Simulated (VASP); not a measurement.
# Ta: single point with PBE

The system is Ta.

```
Ta
1.0
    -1.65128    1.65128    1.62651
     1.65128   -1.65128    1.62651
     1.65128    1.65128   -1.62651
Ta
1
Direct
  0.00000 0.00000 0.00000
```

This cell differs from its parent crystal: strain +0.000 along x and y, -0.015 along z.

| Quantity | Value |
| --- | --- |
| Program | VASP 6.6.1 |
| Task | single point |
| Functional | PBE |
| Potentials or basis | VASP PAW PBE potentials, release 64 (Ta_pv) |
| Cutoff | 520 eV |
| k mesh | 20 × 20 × 20 |
| Occupations | gaussian, width 0.15 eV |
| Spin | no spin polarisation |
| Dipole correction | no |
| Further INCAR settings | ALGO = Fast; EDIFF = 1e-06; NBANDS = 12 |

The pressure is 6.5 GPa and the band gap on the k mesh is zero (an odd number of electrons rules out a gap without spin polarisation).

Stress tensor (GPa, compression positive):
```
5.89 0.00 0.00
0.00 5.89 0.00
0.00 0.00 7.84
```

Levels at points of the mesh, in eV from the Fermi level:
```tsv
k point	band 2	band 3	band 4	band 5	band 6	band 7	band 8	band 9	band 10	band 11
(0.00, 0.00, 0.00)	-33.00	-33.00	-7.96	0.61	0.81	0.81	3.93	4.21	15.00	15.00
(0.50, 0.00, 0.00)	-33.41	-33.02	-4.43	-1.64	1.71	4.03	5.07	7.97	12.00	12.02
(0.50, 0.50, 0.00)	-33.39	-33.00	-4.44	-1.44	1.59	3.79	4.92	7.93	11.92	12.08
(0.50, 0.50, 0.50)	-33.87	-33.83	-3.91	-3.86	6.95	6.95	7.01	8.68	8.68	9.07
```

It took 2.2 min on 1 thread of Intel Xeon 8259CL, on a shared host, peak memory 0.25 GiB.

Caveat: the cell differs from its parent crystal (strain +0.000 along x and y, -0.015 along z); the cell stands under pressure; spin-orbit coupling is left out, which moves the levels of the heavy elements.
